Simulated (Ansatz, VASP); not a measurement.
## Pd: VASP beside Ansatz

```
CELL_PARAMETERS angstrom
-1.59297 1.59297 1.59297
1.59297 -1.59297 1.59297
1.59297 1.59297 -1.59297
ATOMIC_POSITIONS crystal
Pd 0.00000 0.00000 0.00000
```

Change from the starting cell: volume scaled by 1.04.

Alike in both runs: task single point; functional LDA; k mesh 12 × 12 × 12; occupations fermi-dirac, width 0.05 eV; no spin polarisation.

|  | VASP | Ansatz |
| --- | --- | --- |
| version | VASP 6.6.1 | Ansatz 0.2.0 |
| potentials or method | VASP PAW LDA potentials, release 64 (Pd), cutoff 520 eV | all-electron LAPW, scalar-relativistic |

```tsv
	VASP	Ansatz	Ansatz less VASP
gap on the k mesh at the Fermi level (eV)	none	none	-
pressure (GPa)	-19.7	-20.0	-0.23
```

LDA's correlation is that of Perdew and Zunger in VASP and of Perdew and Wang (1992) in Ansatz. A gap of «none» marks a metal or a gap that the smearing closes. Ansatz ran all-electron here, and VASP with PAW potentials.
